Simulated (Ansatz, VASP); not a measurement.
HgOs3: VASP beside Ansatz

```
Hg Os
1.0
     3.97160    0.00000    0.00000
     0.00000    3.97160    0.00000
     0.00000    0.00000    3.97160
Hg Os
1 3
Direct
  0.00000 0.00000 0.00000
  0.00000 0.50000 0.50000
  0.50000 0.00000 0.50000
  0.50000 0.50000 0.00000
```

Alike in both runs: functional PBE; k mesh 12 × 12 × 12; occupations gaussian, width 0.1 eV; no spin polarisation.

Ansatz relaxed the structure, and its values are those at the end. VASP's run is a single point on that final structure, the one shown.

|  | VASP | Ansatz |
| --- | --- | --- |
| version | VASP 6.6.1 | Ansatz 0.2.0 |
| potentials or method | VASP PAW PBE potentials, release 64 (Hg_sv_GW, Os_sv_GW), cutoff 560 eV | scalar-relativistic, plane waves, PAW |
| valence electrons in the cell | 68 | 68 |

Ansatz gave:

| Quantity | Value |
| --- | --- |
| gap on the k mesh at the Fermi level (eV) | none |
| pressure (GPa) | 0.0 |

Estimate VASP's values.

gap on the k mesh at the Fermi level (eV): none; pressure (GPa): -1.0.

A gap of «none» marks a metal or a gap that the smearing closes.

Spin-orbit coupling is off throughout.
